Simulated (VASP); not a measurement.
A run of VASP 6.6.1 is set up as follows.

Contents of INCAR:

```
PREC     = Accurate       # precision mode
ENCUT    = 500            # plane-wave cutoff, eV
EDIFF    = 1E-6           # SCF threshold, eV
ISMEAR   = -1             # smearing method
SIGMA    = 0.02           # smearing width, eV
LREAL    = False          # projectors in reciprocal space
LASPH    = True           # aspherical terms in the spheres
NELM     = 120            # most SCF steps
ALGO     = Normal         # electronic algorithm
ISIF     = 2              # what is computed and relaxed
LWAVE    = False          # write WAVECAR
LCHARG   = False          # write CHGCAR
GGA      = PS             # functional
NBANDS   = 12             # bands
GGA_COMPAT= False
```

The input KPOINTS:

```
regular mesh
0
Gamma
  11 11 11
```

The input POSCAR:

```
Ag
1.0
    0.0000000000      2.0247014587      2.0247014587
    2.0247014587      0.0000000000      2.0247014587
    2.0247014587      2.0247014587      0.0000000000
Ag
1
Direct
    0.0000000000      0.0000000000      0.0000000000
```

Potentials or basis: VASP PAW PBE potentials, release 64 (Ag).

Launch:

```console
$ cat potpaw_PBE.64/Ag/POTCAR > POTCAR
$ mpirun -np 1 vasp_std > vasp.out
```

What does it give for the band gap on the k mesh?

Zero (an odd number of electrons rules out a gap without spin polarisation).

Estimate the pressure.

-0.2 GPa.

Caveat: the PAW data sets were made with another functional, which shifts forces and pressure a little.
